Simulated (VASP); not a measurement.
Write the native input for VASP 6.6.1 that does the following.

| Item | Value |
| --- | --- |
| Task | single point |
| Functional | LDA |
| Potentials or basis | VASP PAW LDA potentials, release 64 (Al, N) |
| Cutoff | 600 eV |
| k mesh | 10 × 10 × 6 |
| Occupations | fermi-dirac, width 0.01 eV |
| Spin | no spin polarisation |
| Dipole correction | no |
| Further INCAR settings | ALGO = Normal; EDIFF = 1e-06; NBANDS = 16 |

The structure of AlN lies in POSCAR:

```
AlN
1.0
    3.1297569564      0.0000000289      0.0000000000
   -1.5648785032      2.7104490175      0.0000000000
    0.0000000000      0.0000000000      5.0174032965
Al N
2 2
Direct
    0.6671048053      0.3329323774      0.5000247805
    0.3329323767      0.6671048053      1.0000247803
    0.6639230873      0.3360397295      0.8799752191
    0.3360397288      0.6639230873      0.3799752193
```

The input as run:

INCAR

```
PREC = Accurate ; ENCUT = 600
EDIFF = 1E-6 ; ISMEAR = -1
SIGMA = 0.01 ; LREAL = False
LASPH = True ; NELM = 120
ALGO = Normal ; ISIF = 2
LWAVE = False ; LCHARG = False
GGA = CA ; NBANDS = 16
GGA_COMPAT = False
```

KPOINTS

```
Automatic mesh
0
Gamma
  10 10 6
```

Potentials or basis: VASP PAW LDA potentials, release 64 (Al, N).

Command:

```bash
$ cat potpaw_LDA.64/Al/POTCAR potpaw_LDA.64/N/POTCAR > POTCAR
$ mpirun -np 1 vasp_std > vasp.out
```

It gave:

* Pressure: -7.6 GPa
* Largest force: 0.221 eV/Å
* Band gap on the k mesh: 4.09 eV

Caveat: the cell stands under tension.

Wall time 50 s on 1 thread of Intel(R) Xeon(R) 6975P-C (Granite Rapids), with other jobs on the host, peak memory 0.23 GiB.
